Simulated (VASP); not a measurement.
# Pt (Im-3m) in VASP: single point with r2SCAN

Aim: the single point of Pt with r2SCAN.

Program: VASP 6.6.1. These are calculated values, not measurements. Logs are shortened: lines on timing, memory, paths and dates and some standing lists are left out, and cuts for length are marked.

### Step 1. The cell of the first run

The structure is cubic, space group Im-3m (No. 229). The conventional cell has a = 3.168 Å, b = 3.168 Å, c = 3.168 Å, α = 90.00°, β = 90.00°, γ = 90.00°. Within 3.6 Å of Pt (site symmetry m-3m) lie 14 Pt at 2.74 to 3.17 Å.

### Step 2. Single point, r2SCAN

Input file POSCAR:

```
Pt
1.0
   -1.5842200000      1.5842200000      1.5842200000
    1.5842200000     -1.5842200000      1.5842200000
    1.5842200000      1.5842200000     -1.5842200000
Pt
1
Direct
    0.0000000000      0.0000000000      0.0000000000
```

Input file INCAR.step1:

```
SYSTEM = Pt
PREC = Accurate ; ENCUT = 520
ISMEAR = 1 ; SIGMA = 0.1
LREAL = .False. ; LASPH = .True.
NELM = 80 ; NBANDS = 11
GGA = PE ; ALGO = Normal
EDIFF = 1E-4 ; LWAVE = .True.
LCHARG = .False.
```

Input file INCAR.step2:

```
SYSTEM = Pt
PREC = Accurate ; ENCUT = 520
EDIFF = 1E-7 ; ISMEAR = 1
SIGMA = 0.1 ; LREAL = .False.
LASPH = .True. ; NELM = 80
ALGO = Normal ; ISIF = 2
LWAVE = .False. ; LCHARG = .False.
METAGGA = R2SCAN ; LMIXTAU = .True.
NBANDS = 11 ; ISTART = 1
```

Input file KPOINTS:

```
regular mesh
0
Gamma
  12 12 12
  0 0 0
```

Potentials or basis: VASP PAW PBE potentials, release 64 (Pt).

On the command line:

```console
> cat potpaw_PBE.64/Pt/POTCAR > POTCAR
> cp INCAR.step1 INCAR
> mpirun -np 1 vasp_std > vasp.out
> cp INCAR.step2 INCAR
> mpirun -np 1 vasp_std > vasp.out
```

OUTCAR:

```text
SYSTEM = Pt
   PREC = Accurate
   ENCUT = 520
   EDIFF = 1E-7
   ISMEAR = 1
   LREAL = .False.
   LASPH = .True.
   NELM = 80
   ISIF = 2
   METAGGA = R2SCAN
   ISTART = 1

 ion  position               nearest neighbor table
   1  0.000  0.000  0.000-

  LATTYP: Found a body centered cubic cell.
 ALAT       =     3.1684400000

  Lattice vectors:

 A1 = (  -1.5842200000,   1.5842200000,   1.5842200000)
 A2 = (   1.5842200000,  -1.5842200000,   1.5842200000)
 A3 = (   1.5842200000,   1.5842200000,  -1.5842200000)

Analysis of symmetry for initial positions (statically):
=====================================================================
 Subroutine PRICEL returns:
 Original cell was already a primitive cell.

 Routine SETGRP: Setting up the symmetry group for a
 body centered cubic supercell.

 Subroutine GETGRP returns: Found 48 space group operations
 (whereof 48 operations were pure point group operations)
 out of a pool of 48 trial point group operations.

The static configuration has the point symmetry O_h .

Analysis of symmetry for dynamics (positions and initial velocities):
=====================================================================
 Subroutine PRICEL returns:
 Original cell was already a primitive cell.

 Routine SETGRP: Setting up the symmetry group for a
 body centered cubic supercell.

 Subroutine GETGRP returns: Found 48 space group operations
 (whereof 48 operations were pure point group operations)
 out of a pool of 48 trial point group operations.

The dynamic configuration has the point symmetry O_h .

 Subroutine INISYM returns: Found 48 space group operations
 (whereof 48 operations are pure point group operations),
 and found     1 'primitive' translations

----------------------------------------------------------------------------------------

                                     Primitive cell

  volume of cell :      15.9040

  direct lattice vectors                    reciprocal lattice vectors
    -1.584220000  1.584220000  1.584220000     0.000000000  0.315612731  0.315612731
     1.584220000 -1.584220000  1.584220000     0.315612731  0.000000000  0.315612731
     1.584220000  1.584220000 -1.584220000     0.315612731  0.315612731  0.000000000

  length of vectors
     2.743949530  2.743949530  2.743949530     0.446343804  0.446343804  0.446343804

  position of ions in fractional coordinates (direct lattice)
     0.000000000  0.000000000  0.000000000

  ion indices of the primitive-cell ions
   primitive index   ion index
                 1           1

----------------------------------------------------------------------------------------

 KPOINTS: regular mesh

Automatic generation of k-mesh.
 Grid dimensions read from file:
 generate k-points for:   12   12   12

 Generating k-lattice:

  Cartesian coordinates                     Fractional coordinates (reciprocal lattice)
     0.000000000  0.026301061  0.026301061     0.083333333  0.000000000  0.000000000
     0.026301061  0.000000000  0.026301061     0.000000000  0.083333333  0.000000000
     0.026301061  0.026301061  0.000000000     0.000000000  0.000000000  0.083333333

  Length of vectors
     0.037195317  0.037195317  0.037195317

  Shift w.r.t. Gamma in fractional coordinates (k-lattice)
     0.000000000  0.000000000  0.000000000

 Subroutine IBZKPT returns following result:
 ===========================================

 Found     72 irreducible k-points:

 Following reciprocal coordinates:
            Coordinates               Weight
  0.000000  0.000000  0.000000      1.000000
  0.083333  0.000000  0.000000     12.000000
  0.166667  0.000000  0.000000     12.000000
  0.250000  0.000000  0.000000     12.000000
  0.333333  0.000000  0.000000     12.000000
  0.416667  0.000000  0.000000     12.000000
[... 16 lines left out ...]
  0.333333  0.083333  0.083333     24.000000
  0.416667  0.083333  0.083333     12.000000
 [... further k-points ...]
   k-points           NKPTS =     72   k-points in BZ     NKDIM =     72   number of bands    NBANDS=     11
   number of dos      NEDOS =    301   number of ions     NIONS =      1
   total plane-waves  NPLWV =   8000
   dimension x,y,z NGX =    20 NGY =   20 NGZ =   20
   dimension x,y,z NGXF=    40 NGYF=   40 NGZF=   40
   ions per type =               1
   NGX,Y,Z   is equivalent  to a cutoff of  12.12, 12.12, 12.12 a.u.
   NGXF,Y,Z  is equivalent  to a cutoff of  24.23, 24.23, 24.23 a.u.
 SYSTEM =  Pt
   PREC   = accura    normal or accurate (medium, high low for compatibility)
   ISTART =      1    job   : 0-new  1-cont  2-samecut
   ICHARG =      0    charge: 1-file 2-atom 10-const
   ISPIN  =      1    spin polarized calculation?
   LNONCOLLINEAR =      F non collinear calculations
   LSORBIT =      F    spin-orbit coupling
   LASPH  =      T    aspherical Exc in radial PAW
   ENCUT  =  520.0 eV  38.22 Ry    6.18 a.u.   5.10  5.10  5.10*2*pi/ulx,y,z
   NELM   =     80;   NELMIN=  2; NELMDL=  0     # of ELM steps
   EDIFF  = 0.1E-06   stopping-criterion for ELM
   LREAL  =      F    real-space projection
   EDIFFG = 0.1E-05   stopping-criterion for IOM
   NSW    =      0    number of steps for IOM
   IBRION =     -1    ionic relax: 0-MD 1-quasi-New 2-CG
   NFREE  =      0    steps in history (QN), initial steepest desc. (CG)
   ISIF   =      2    stress and relaxation
   ISYM   =      2    0-nonsym 1-usesym 2-fastsym
   POTIM  = 0.5000    time-step for ionic-motion
   TEBEG  =    0.0;   TEEND  =   0.0 temperature during run
   PSTRESS=    0.0 pullay stress
   NELECT =      10.0000    total number of electrons
   NUPDOWN=      -1.0000    fix difference up-down
   EMIN   =  10.00;   EMAX   =-10.00  energy-range for DOS
   EFERMI =   0.00;   METHOD = LEGACY
   ISMEAR =     1;   SIGMA  =   0.10  broadening in eV -4-tet -1-fermi 0-gaus
   EFERMI_NEDOS =   21; number of points for ismear=-14 and -15
   IALGO  =     38    algorithm
   IMIX   =      4    mixing-type and parameters
     AMIX     =   0.40;   BMIX     =  1.00
     AMIX_MAG =   1.60;   BMIX_MAG =  1.00
  volume/ion in A,a.u.               =      15.90       107.33
  Fermi-wavevector in a.u.,A,eV,Ry     =   1.402510  2.650360 26.763132  1.967035
  Thomas-Fermi vector in A             =   2.525265
   LORBIT       =      0    0 simple, 1 ext, 2 COOP (PROOUT), +10 PAW based schemes
   METAGGA = R2SCAN    functional components
   LHFCALC =     F    Hartree Fock is set to
   AEXX    =    0.0000 exact exchange contribution
   IVDW    =     0    specifies the selected vdW correction
   LEPSILON=     F    determine dielectric tensor
   LRPA    =     F    only Hartree local field effects (RPA)
 non-spin polarized calculation
 Methfessel and Paxton  Order N= 1 SIGMA  =   0.10
  energy-cutoff  :      520.00
  volume of cell :       15.90
 maximum number of plane-waves:       442
   NGX = 11   NGY = 11   NGZ = 11

 number of electron      10.0000000 magnetization

 Free energy of the ion-electron system (eV)
  ---------------------------------------------------
  ext. energy  EPLUGINS =         0.00000000
  ---------------------------------------------------
  free energy    TOTEN  =       -51.41483949 eV

  energy without entropy =      -51.41535092  energy(sigma->0) =      -51.41500997

 E-fermi :   9.7443     XC(G=0): -14.2305

 val. band max:        9.7321851891   @ k =   0.5000   0.5000   0.4167
 cond. band min:       9.8111206758   @ k =  -0.4167  -0.4167   0.1667
 fundamental gap:      0.0789354866
 Fermi energy:         9.7442927673

 k-point     1 :       0.0000    0.0000    0.0000
  band No.  band energies     occupation
      1       0.1768      2.00000
      2       6.2669      2.00000
      3       6.2669      2.00000
      4       6.2669      2.00000
      5       8.7415      2.00000
      6       8.7415      2.00000
      7      27.9358      0.00000
      8      27.9358      0.00000
      9      27.9358      0.00000
     10      38.2582      0.00000
     11      38.2582      0.00000

 k-point     2 :       0.0833    0.0000    0.0000
  band No.  band energies     occupation
      1       0.4677      2.00000
      2       6.1560      2.00000
      3       6.2674      2.00000
      4       6.4993      2.00000
      5       8.6054      2.00000
      6       8.7490      2.00000
      7      28.0505      0.00000
      8      28.1126      0.00000
      9      28.3569      0.00000
     10      35.3102      0.00000
     11      35.7321      0.00000

 k-point     3 :       0.1667    0.0000    0.0000
  band No.  band energies     occupation
      1       1.2786      2.00000
      2       5.8649      2.00000
      3       6.2468      2.00000
      4       7.1716      2.00000
      5       8.3697      2.00000
      6       8.7782      2.00000
      7      27.6791      0.00000
      8      27.9190      0.00000
      9      29.5522      0.00000
     10      33.4006      0.00000
     11      33.6661      0.00000

 k-point     4 :       0.2500    0.0000    0.0000
  band No.  band energies     occupation
      1       2.3417      2.00000
      2       5.4922      2.00000
      3       6.3402      2.00000
      4       8.2001      2.00000
      5       8.3212      2.00000
      6       8.8401      2.00000
      7      24.9968      0.00000
      8      26.7881      0.00000
      9      31.3305      0.00000
     10      32.2479      0.00000
     11      33.3841      0.00000

 k-point     5 :       0.3333    0.0000    0.0000
  band No.  band energies     occupation
      1       3.0402      2.00000
      2       5.1441      2.00000
      3       7.1606      2.00000
      4       8.5046      2.00000
      5       8.9295      2.00000
      6       9.4097      2.00002
      7      21.3997      0.00000
      8      25.3357      0.00000
      9      29.3601      0.00000
     10      33.3709      0.00000
     11      34.2710      0.00000
[... 211 lines left out ...]
 k-point    21 :       0.1667    0.0833    0.0833
  band No.  band energies     occupation
      1       2.8479      2.00000
      2       5.4166      2.00000
      3       5.6794      2.00000
      4       8.4972      2.00000
      5       8.7793      2.00000
      6       9.2055      2.00000
      7      25.0376      0.00000
      8      26.4062      0.00000
      9      27.4664      0.00000
     10      30.4527      0.00000
     11      37.1079      0.00000

 k-point    22 :       0.2500    0.0833    0.0833
  band No.  band energies     occupation
      1       3.5877      2.00000
      2       5.1003      2.00000
      3       6.2130      2.00000
      4       8.5698      2.00000
      5       8.9303      2.00000
      6      10.7300     -0.00000
      7      21.2334      0.00000
      8      25.0522      0.00000
      9      26.1309      0.00000
     10      32.2533      0.00000
     11      37.4534      0.00000

 k-point    23 :       0.3333    0.0833    0.0833
  band No.  band energies     occupation
      1       3.6656      2.00000
      2       4.8947      2.00000
      3       7.5173      2.00000
      4       8.6854      2.00000
      5       9.0302      2.00000
      6      12.3259      0.00000
      7      17.8821      0.00000
      8      24.0976      0.00000
      9      24.9168      0.00000
     10      34.0982      0.00000
     11      36.1967      0.00000

 k-point    24 :       0.4167    0.0833    0.0833
  band No.  band energies     occupation
      1       3.6249      2.00000
      2       4.8237      2.00000
      3       8.2902      2.00000
      4       8.7045      2.00000
      5       9.0660      2.00000
      6      13.4278      0.00000
      7      16.0452      0.00000
      8      23.7581      0.00000
      9      24.3870      0.00000
     10      34.9745      0.00000
     11      35.6713      0.00000

 [... further k-points ...]

------------------------ aborting loop because EDIFF is reached ----------------------------------------

  FORCE on cell =-STRESS in cart. coord.  units (eV):
  Direction    XX          YY          ZZ          XY          YZ          ZX
  --------------------------------------------------------------------------------------
  -------------------------------------------------------------------------------------
  Total       -0.6424816     -0.6424816     -0.6424816      0.0000000      0.0000000      0.0000000
  in kB      -64.7239156    -64.7239156    -64.7239156      0.0000000      0.0000000      0.0000000
  external PRESSURE =     -64.7239156 kB  Pullay stress =       0.0000000 kB

 VOLUME and BASIS-vectors are now :
 -----------------------------------------------------------------------------
  energy-cutoff  :      520.00
  volume of cell :       15.90
      direct lattice vectors                 reciprocal lattice vectors
    -1.584220000  1.584220000  1.584220000     0.000000000  0.315612731  0.315612731
     1.584220000 -1.584220000  1.584220000     0.315612731  0.000000000  0.315612731
     1.584220000  1.584220000 -1.584220000     0.315612731  0.315612731  0.000000000

 POSITION                                       TOTAL-FORCE (eV/Angst)
 -----------------------------------------------------------------------------------
      0.00000      0.00000      0.00000        -0.000000     -0.000000      0.000000
 -----------------------------------------------------------------------------------
    total drift:                                0.000000     -0.000000      0.000000

  FREE ENERGIE OF THE ION-ELECTRON SYSTEM (eV)
  ---------------------------------------------------
  free  energy   TOTEN  =       -51.4148394902 eV

  energy  without entropy=      -51.4153509203  energy(sigma->0) =      -51.41500997
```

It took 19 s on 1 thread of Intel Xeon 6975P-C (Granite Rapids), shared host; peak memory 0.13 GiB.

Results:

```
Free energy            : -51.4148 eV
Pressure               : -6.5 GPa
Band gap on the k mesh : zero (band 5 reaches 10.88 eV, above the bottom of band 6 at 8.59 eV)
```

Levels at points of the mesh, in eV from the Fermi level:
```
           k point  band 1  band 2  band 3  band 4  band 5  band 6  band 7  band 8  band 9  band 10
(0.00, 0.00, 0.00)   -9.57   -3.48   -3.48   -3.48   -1.00   -1.00   18.19   18.19   18.19    28.51
(0.50, 0.00, 0.00)   -6.61   -4.93   -1.17   -0.69    0.57    1.18    6.65   14.17   16.65    25.33
(0.50, 0.50, 0.50)   -6.14   -6.14    0.64    0.64    0.64    8.19    8.19    8.19   13.44    19.86
```

Caveat: the PAW data sets were made with another functional, which shifts forces and pressure a little; spin-orbit coupling is left out, which moves the levels of the heavy elements.
